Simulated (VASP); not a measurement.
Here is a VASP 6.6.1 calculation.

INCAR

```
PREC = Accurate
ENCUT = 520
EDIFF = 1E-7
ISMEAR = 0
SIGMA = 0.05
LREAL = F
LASPH = T
NELM = 60
ALGO = Normal
ISIF = 2
LWAVE = F
LCHARG = F
GGA = PS
NBANDS = 16
```

The input KPOINTS:

```
Automatic mesh
0
Gamma
  9 9 6
```

The input POSCAR:

```
AlN
1.0
    3.2818000000      0.0000000000      0.0000000000
   -1.6409000000      2.8421221701      0.0000000000
    0.0000000000      0.0000000000      4.0998000000
Al N
2 2
Direct
    0.3333333333      0.6666666667      0.7500000000
    0.6666666667      0.3333333333      0.2500000000
    0.3333333333      0.6666666667      0.2500000000
    0.6666666667      0.3333333333      0.7500000000
```

Potentials or basis: VASP PAW PBE potentials, release 64 (Al, N).

Command:

```sh
$ cat potpaw_PBE.64/Al/POTCAR potpaw_PBE.64/N/POTCAR > POTCAR
$ mpirun -np 1 vasp_std > vasp.out
```

Problem. What does it give for the band gap on the k mesh?

Solution. 3.51 eV, direct.

Problem. What does it give for the pressure?

Solution. 4.8 GPa.

Stress tensor (GPa, compression positive):
```
4.78 0.00 0.00
0.00 4.78 0.00
0.00 0.00 4.88
```

Caveat: the PAW data sets were made with another functional, which shifts forces and pressure a little. A k mesh can miss the band edges.
